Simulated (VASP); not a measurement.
# La2O3 (P-3m1) in VASP: notebook, part 3 of 3

VASP 6.6.1. The steps go on from the part before.

**6. Single point, PBE**

This run uses another cell than the first one, of 18.32 Å³/atom, 1.167 times its volume.

Contents of INCAR:

```
SYSTEM = La2O3
PREC     = Accurate       ! precision mode
ENCUT    = 520            ! plane-wave cutoff, eV
EDIFF    = 1E-6           ! SCF threshold, eV
ISMEAR   = 0              ! smearing method
SIGMA    = 0.01           ! smearing width, eV
LREAL    = .False.        ! projectors in reciprocal space
LASPH    = .True.         ! aspherical terms in the spheres
NELM     = 60             ! most SCF steps
ALGO     = Normal         ! electronic algorithm
ISIF     = 2              ! what is computed and relaxed
LWAVE    = .False.        ! write WAVECAR
LCHARG   = .False.        ! write CHGCAR
GGA      = PE             ! functional
NBANDS   = 28             ! bands
```

Contents of KPOINTS:

```
regular mesh
0
Gamma
  6 6 4
  0 0 0
```

Contents of POSCAR:

```
La2O3
1.0
    4.0821103931      0.0000000000      0.0000000000
   -2.0410551966      3.5352057594      0.0000000000
    0.0000000000      0.0000000000      6.3472528652
La O
2 3
Direct
    0.6666666667      0.3333333333      0.7537600000
    0.3333333333      0.6666666667      0.2462400000
    0.6666666667      0.3333333333      0.3541100000
    0.3333333333      0.6666666667      0.6458900000
    0.0000000000      0.0000000000      0.0000000000
```

Potentials or basis: VASP PAW PBE potentials, release 64 (La, O).

Started as:

```
$ cat potpaw_PBE.64/La/POTCAR potpaw_PBE.64/O/POTCAR > POTCAR
$ mpirun -np 1 vasp_std > vasp.out
```

OUTCAR:

```text
SYSTEM = La2O3
   PREC = Accurate
   ENCUT = 520
   EDIFF = 1E-6
   ISMEAR = 0
   LREAL = .False.
   LASPH = .True.
   NELM = 60
   ISIF = 2
   GGA = PE

 ion  position               nearest neighbor table
   1  0.667  0.333  0.754-   4 2.45   4 2.45   4 2.45   3 2.54
   2  0.333  0.667  0.246-   3 2.45   3 2.45   3 2.45   4 2.54
   3  0.667  0.333  0.354-   2 2.45   2 2.45   2 2.45   1 2.54
   4  0.333  0.667  0.646-   1 2.45   1 2.45   1 2.45   2 2.54
   5  0.000  0.000  0.000-

  LATTYP: Found a hexagonal cell.
 ALAT       =     4.0821103931
 C/A-ratio  =     1.5548949573

  Lattice vectors:

 A1 = (   4.0821103931,   0.0000000000,   0.0000000000)
 A2 = (  -2.0410551966,   3.5352057594,   0.0000000000)
 A3 = (   0.0000000000,   0.0000000000,   6.3472528652)

Analysis of symmetry for initial positions (statically):
=====================================================================
 Subroutine PRICEL returns:
 Original cell was already a primitive cell.
[... 171 lines left out ...]
  free energy    TOTEN  =       -41.51242397 eV

  energy without entropy =      -41.51242397  energy(sigma->0) =      -41.51242397

 E-fermi :   5.0685     XC(G=0):  -9.9273

 val. band max:        4.9335855469   @ k =   0.0000   0.0000   0.0000
 cond. band min:       8.5818302158   @ k =   0.5000   0.0000   0.0000
 fundamental gap:      3.6482446689
 Fermi energy:         5.0684747880

 k-point     1 :       0.0000    0.0000    0.0000
  band No.  band energies     occupation
      1     -25.3113      2.00000
      2     -25.1703      2.00000
      3     -11.5875      2.00000
      4     -10.4526      2.00000
      5     -10.1214      2.00000
      6      -8.7911      2.00000
[... 733 lines left out ...]
     27       9.6979      0.00000
     28       9.7155      0.00000

------------------------ aborting loop because EDIFF is reached ----------------------------------------

  FORCE on cell =-STRESS in cart. coord.  units (eV):
  Direction    XX          YY          ZZ          XY          YZ          ZX
  --------------------------------------------------------------------------------------
  -------------------------------------------------------------------------------------
  Total       -6.6433901     -6.6433693     -4.8263488      0.0000000      0.0000000      0.0000000
  in kB     -116.2023996   -116.2020353    -84.4197462      0.0000000      0.0000000      0.0000000
  external PRESSURE =    -105.6080604 kB  Pullay stress =       0.0000000 kB

 VOLUME and BASIS-vectors are now :
 -----------------------------------------------------------------------------
  energy-cutoff  :      520.00
  volume of cell :       91.60
      direct lattice vectors                 reciprocal lattice vectors
     4.082110393  0.000000000  0.000000000     0.244971327  0.141434483  0.000000000
    -2.041055197  3.535205759  0.000000000     0.000000000  0.282868967  0.000000000
     0.000000000  0.000000000  6.347252865     0.000000000  0.000000000  0.157548474

 POSITION                                       TOTAL-FORCE (eV/Angst)
 -----------------------------------------------------------------------------------
      2.04106      1.17840      4.78431        -0.000000     -0.000000     -0.721422
     -0.00000      2.35680      1.56295         0.000000     -0.000000      0.721422
      2.04106      1.17840      2.24763         0.000000      0.000000     -0.121959
     -0.00000      2.35680      4.09963        -0.000000      0.000000      0.121959
      0.00000      0.00000      0.00000         0.000000      0.000000     -0.000000
 -----------------------------------------------------------------------------------
    total drift:                                0.000000      0.000000      0.000000

  FREE ENERGIE OF THE ION-ELECTRON SYSTEM (eV)
  ---------------------------------------------------
  free  energy   TOTEN  =       -41.5124239742 eV

  energy  without entropy=      -41.5124239742  energy(sigma->0) =      -41.51242397
```

stdout:

```text
POSCAR found type information on POSCAR LaO
 POSCAR found :  2 types and       5 ions
 scaLAPACK will be used
 LDA part: xc-table for (Slater+PW92), standard interpolation
 POSCAR, INCAR and KPOINTS ok, starting setup
 FFT: planning ... GRIDC
 FFT: planning ... GRID_SOFT
 FFT: planning ... GRID
 WAVECAR not read
 entering main loop
```

It took 47 s on 1 thread of Intel Xeon 6975P-C (Granite Rapids), shared host; peak memory 0.23 GiB.

What came out:

* Free energy: -41.5124 eV
* Pressure: -10.6 GPa
* Largest force: 0.721 eV/Å
* Band gap on the k mesh: 3.65 eV, indirect (least direct gap 3.85 eV)

Forces in eV/Å, atoms in the order of the input:
```
La   0.000  0.000 -0.721
La   0.000  0.000  0.721
O    0.000  0.000 -0.122
O    0.000  0.000  0.122
O    0.000  0.000  0.000
```

Caveat: spin-orbit coupling is left out, which moves the levels of the heavy elements.

**7. The runs side by side**

```csv
cell,gap on the mesh (eV),pressure (GPa),largest force (eV/Å)
"a = 3.878, b = 3.878, c = 6.029 Å, angles 90.0, 90.0, 120.0°, 5 atoms",3.87,7.7,0.33
"a = 3.931, b = 3.931, c = 6.112 Å, angles 90.0, 90.0, 120.0°, 5 atoms",3.86,1.6,0.01
"a = 3.983, b = 3.983, c = 6.192 Å, angles 90.0, 90.0, 120.0°, 5 atoms",3.80,-3.3,0.28
"a = 4.033, b = 4.033, c = 6.271 Å, angles 90.0, 90.0, 120.0°, 5 atoms",3.73,-7.3,0.52
"a = 4.082, b = 4.082, c = 6.347 Å, angles 90.0, 90.0, 120.0°, 5 atoms",3.65,-10.6,0.72
```

Alike in all rows: task single point; level PBE; potentials or basis VASP PAW PBE potentials, release 64 (La, O); no spin polarisation; k mesh 6 × 6 × 4; cutoff (eV) 520; smearing gaussian 0.01 eV.

Caveats: spin-orbit coupling is left out, which moves the levels of the heavy elements.

Absolute energies hang on the potentials; compare differences alone.
